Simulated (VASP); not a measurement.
ZnO:

```xyz
2
Lattice="0.0000 2.1065 2.1065 2.1065 0.0000 2.1065 2.1065 2.1065 0.0000" Properties=species:S:1:pos:R:3 pbc="T T T"
Zn    0.0000    0.0000    0.0000
O     2.1065    2.1065    2.1065
```

Base run:

```yaml
Program: VASP 6.6.1
Functional: LDA
Potentials_or_basis: VASP PAW LDA potentials, release 64 (Zn, O)
Cutoff: 520 eV
k_mesh: 10 × 10 × 10
Occupations: fermi-dirac, width 0.02 eV
Spin: no spin polarisation
```

Its results: band gap on the k mesh 1.11 eV, indirect (least direct gap 2.66 eV); pressure 1.6 GPa.

Q: The run is repeated on the same cell with these changes: potentials or basis from VASP PAW LDA potentials, release 64 (Zn, O) to VASP PAW LDA potentials, release 64 (Zn, O_h); cutoff from 520 eV to 910 eV. What comes out?

A: Band gap on the k mesh 1.11 eV, indirect (least direct gap 2.66 eV); pressure 1.2 GPa.

Caveats: the cutoff is under 1.25 times the usual one of these potentials, so pressure, stress and relaxed cells hold a basis-set (Pulay) error (some runs).

A k mesh can miss the band edges.
